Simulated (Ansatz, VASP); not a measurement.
## Two plane-wave programs on V

```
CELL_PARAMETERS angstrom
2.61075 0.00000 0.00000
-1.30537 2.26097 0.00000
0.00000 0.00000 9.44540
ATOMIC_POSITIONS crystal
V 0.00000 0.00000 0.00000
V 0.00000 0.00000 0.50000
V 0.33333 0.66667 0.25000
V 0.66667 0.33333 0.75000
```

Alike in both runs: task single point; functional LDA; k mesh 16 × 16 × 4; occupations fermi-dirac, width 0.1 eV; no spin polarisation.

|  | VASP | Ansatz |
| --- | --- | --- |
| version | VASP 6.6.1 | Ansatz 0.2.0 |
| potentials or method | VASP PAW LDA potentials, release 64 (V_sv), cutoff 520 eV | plane waves (420 eV) with PAW, scalar-relativistic |
| valence electrons in the cell | 52 | 52 |

|  | VASP | Ansatz | Ansatz less VASP |
| --- | --- | --- | --- |
| pressure (GPa) | -12.8 | -13.1 | -0.33 |
| traceless stress, the component that is largest in VASP (GPa) | -0.23 | -0.24 | -0.004 |

Ansatz warns that its potentials were made for another functional, while VASP's fit it. LDA's correlation is that of Perdew and Zunger in VASP and of Perdew and Wang (1992) in Ansatz.
